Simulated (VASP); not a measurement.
Input of a VASP 6.6.1 run:

INCAR

```
PREC = Accurate
ENCUT = 500
EDIFF = 1E-7
ISMEAR = 0
SIGMA = 0.1
LREAL = F
LASPH = T
NELM = 120
ALGO = Normal
ISIF = 3
LWAVE = F
LCHARG = F
GGA = PS
IBRION = 2
NSW = 100
EDIFFG = -0.01
GGA_COMPAT = F
NELMIN = 4
```

File KPOINTS:

```
Automatic mesh
0
Gamma
  18 18 10
```

Contents of POSCAR:

```
Ru
1.0
    2.6946173501      0.0000000000      0.0000000000
   -1.3473086750      2.3336070787      0.0000000000
    0.0000000000      0.0000000000      4.2392597277
Ru
2
Direct
    0.3333333333      0.6666666667      0.2500000000
    0.6666666667      0.3333333333      0.7500000000
```

Potentials or basis: VASP PAW PBE potentials, release 64 (Ru_pv).

The run is started by

```sh
$ cat potpaw_PBE.64/Ru_pv/POTCAR > POTCAR
$ mpirun -np 1 vasp_std > vasp.out
```

Problem. Estimate the space group after relaxing (to 0.05 Å).

Solution. P6_3/mmc (No. 194).

Problem. Estimate the relaxed volume.

Solution. 13.32 Å³/atom.

Final structure:
```
Ru
1.0
     2.68937    0.00000    0.00000
    -1.34469    2.32906    0.00000
     0.00000    0.00000    4.25201
Ru
2
Direct
  0.33333 0.66667 0.25000
  0.66667 0.33333 0.75000
```

Caveat: the PAW data sets were made with another functional, which shifts forces and pressure a little.
